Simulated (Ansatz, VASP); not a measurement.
NaH: VASP beside Ansatz

The input INCAR:

```
SYSTEM = NaH
PREC = Accurate
ENCUT = 520
EDIFF = 1E-6
ISMEAR = -1
SIGMA = 0.05
LREAL = .False.
LASPH = .True.
NELM = 80
ALGO = Normal
ISIF = 2
LWAVE = .False.
LCHARG = .False.
GGA = PS
NBANDS = 11
```

File KPOINTS:

```
Automatic mesh
0
Gamma
  9 9 9
  0 0 0
```

POSCAR

```
NaH
1.0
    0.0000000000      2.4400000000      2.4400000000
    2.4400000000      0.0000000000      2.4400000000
    2.4400000000      2.4400000000      0.0000000000
Na H
1 1
Direct
    0.0000000000      0.0000000000      0.0000000000
    0.5000000000      0.5000000000      0.5000000000
```

input.yaml

```yaml
crystal:
  lattice:
    - [0.0, 2.44, 2.44]
    - [2.44, 0.0, 2.44]
    - [2.44, 2.44, 0.0]
  atoms:
    - { symbol: Na, position: [0.0, 0.0, 0.0] }
    - { symbol: H, position: [0.5, 0.5, 0.5] }
kpoints:
  mp_grid: { grid: [9, 9, 9] }
  band_path:
    path:
      - [0.0, 0.0, 0.0]
      - [0.5, 0.0, 0.5]
      - [0.5, 0.25, 0.75]
      - [0.375, 0.375, 0.75]
      - [0.0, 0.0, 0.0]
      - [0.5, 0.5, 0.5]
      - [0.625, 0.25, 0.625]
      - [0.5, 0.25, 0.75]
    npoints: 12
scf:
  occupations: { method: fermi_dirac, width: 0.05 }
hamiltonian:
  xc: pbesol
  pseudopotentials: { kind: all_electron, lapw: { basis_error: 0.001 } }
output:
  forces: true
  stress: true
  eigenvalues: true
```

Alike in both runs: functional PBEsol; k mesh 9 × 9 × 9; occupations fermi-dirac, width 0.05 eV; no spin polarisation.

|  | VASP | Ansatz |
| --- | --- | --- |
| version | VASP 6.6.1 | Ansatz 0.2.0 |
| potentials or method | VASP PAW PBE potentials, release 64 (Na_pv, H), cutoff 520 eV | all-electron LAPW, scalar-relativistic |
| task | single point | band structure |

```csv
,VASP,Ansatz,Ansatz less VASP
gap on the k mesh at the Fermi level (eV),3.82,3.82,+0.002
pressure (GPa),-1.2,-1.2,+0.03
```

VASP's potentials were made for PBE, not for PBEsol. Ansatz ran all-electron here, and VASP with PAW potentials.
